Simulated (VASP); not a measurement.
Write the native input for VASP 6.6.1 that does the following.

```
Task                   : single point
Functional             : PBEsol
Potentials or basis    : VASP PAW PBE potentials, release 64 (Si, N)
Cutoff                 : 520 eV
k mesh                 : 2 × 2 × 2
Occupations            : gaussian, width 0.05 eV
Spin                   : collinear spin, ferromagnetic start
Starting moments       : [0.0, 0.0, 0.0, 0.0, 0.0, 0.0, 0.0, 0.0, 0.0, 0.0, 0.0, 0.0, 0.0, 0.0, 0.0, 0.0, 1.0] μB
Dipole correction      : no
Further INCAR settings : LREAL = Auto; ALGO = Normal; EDIFF = 1e-06; NBANDS = 52
```

The structure of Si16N (a cell with a defect) lies in POSCAR:

```
Si16N
1.0
    0.0000000000      5.4300000000      5.4300000000
    5.4300000000      0.0000000000      5.4300000000
    5.4300000000      5.4300000000      0.0000000000
Si N
16 1
Direct
    0.0139110380     -0.0064748137     -0.0060692276
    0.1630869272      0.1043192684      0.1047532755
   -0.0279748841      0.0551681711      0.4721640437
    0.1209030574      0.1323076132      0.6210574200
   -0.0282086957      0.4717299332      0.0556977187
    0.1207662393      0.6207136508      0.1325350101
    0.0075310381      0.5074895640      0.5076589580
    0.1339418097      0.6338441609      0.6341746163
    0.5173794885      0.0173409252      0.0174440591
    0.6424092434      0.1423684602      0.1423165684
    0.4937302278     -0.0063260962      0.5138149437
    0.6044805109      0.1044084105      0.6631162312
    0.4935853310      0.5138756244     -0.0060690367
    0.6043907403      0.6630387747      0.1047616551
    0.5552371526      0.4719607424      0.4721676813
    0.6323623349      0.6208509586      0.6210545416
    0.8251061408      0.3250408524      0.3256230415
```

One way to write it, as run:

INCAR

```
SYSTEM = Si16N
  PREC = Accurate
  ENCUT = 520
  EDIFF = 1E-6
  ISMEAR = 0
  SIGMA = 0.05
  LREAL = Auto
  LASPH = .True.
  NELM = 150
  ALGO = Normal
  ISIF = 2
  LWAVE = .False.
  LCHARG = .False.
  ISPIN = 2
  MAGMOM = 0 0 0 0 0 0 0 0 0 0 0 0 0 0 0 0 1
  LORBIT = 11
  GGA = PS
  NBANDS = 52
```

KPOINTS

```
Automatic mesh
0
Gamma
  2 2 2
  0 0 0
```

Potentials or basis: VASP PAW PBE potentials, release 64 (Si, N).

Command:

```bash
$ cat potpaw_PBE.64/Si/POTCAR potpaw_PBE.64/N/POTCAR > POTCAR
$ mpirun -np 1 vasp_std > vasp.out
```

Results of the run:

The pressure is 1.4 GPa and the largest force is 0.054 eV/Å. The net moment is 0.00 μB per cell and the valence electrons inside the program's atomic spheres are Si 1.69, 1.70, 1.65, 1.58, 1.76 (each value once); N 3.73.

Caveat: the k points lie up to 0.50 Å⁻¹ apart; the PAW data sets were made with another functional, which shifts forces and pressure a little.

It took 6 min on 1 thread of AMD EPYC 9R45 96-Core Processor (Zen 5), with other jobs on the host, peak memory 0.68 GiB.
